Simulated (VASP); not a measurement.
Write the native input for VASP 6.6.1 that does the following.

```
Task                   : single point
Functional             : PBE
Potentials or basis    : VASP PAW PBE potentials, release 64 (Sn_d, O)
Cutoff                 : 520 eV
k mesh                 : 7 × 7 × 6
Occupations            : fermi-dirac, width 0.05 eV
Spin                   : no spin polarisation
Dipole correction      : no
Further INCAR settings : ALGO = Normal; EDIFF = 1e-06; NBANDS = 28
```

The structure of SnO lies in POSCAR:

```
SnO
1.0
    3.6560258358      0.0000000000      0.0000000000
    0.0000000000      3.6560258358      0.0000000000
    0.0000000000      0.0000000000      4.1823899664
Sn O
2 2
Direct
    0.5000000000      0.0000000000      0.7201949756
    0.0000000000      0.5000000000      0.2798050244
    0.0000000000      0.0000000000      0.0000000000
    0.5000000000      0.5000000000      0.0000000000
```

The input as run:

INCAR

```
ALGO = Normal
EDIFF = 1E-6
ENCUT = 520
GGA = PE
ISIF = 2
ISMEAR = -1
LASPH = True
LCHARG = False
LREAL = False
LWAVE = False
NBANDS = 28
NELM = 60
PREC = Accurate
SIGMA = 0.05
```

KPOINTS

```
k-points
0
Gamma
  7 7 6
```

Potentials or basis: VASP PAW PBE potentials, release 64 (Sn_d, O).

Run with:

```bash
$ cat potpaw_PBE.64/Sn_d/POTCAR potpaw_PBE.64/O/POTCAR > POTCAR
$ mpirun -np 1 vasp_std > vasp.out
```

It gave:

```yaml
Pressure: 20.4 GPa
Largest_force: 0.098 eV/Å
Band_gap_on_the_k_mesh: zero (band 20 reaches 10.46 eV, above the bottom of band 21 at 9.30 eV)
```

Caveat: spin-orbit coupling is left out, which moves the levels of the heavy elements.

Run time: 26 s on 1 thread of AMD EPYC 9R45 96-Core Processor (Zen 5), on a shared host, peak memory 0.16 GiB.
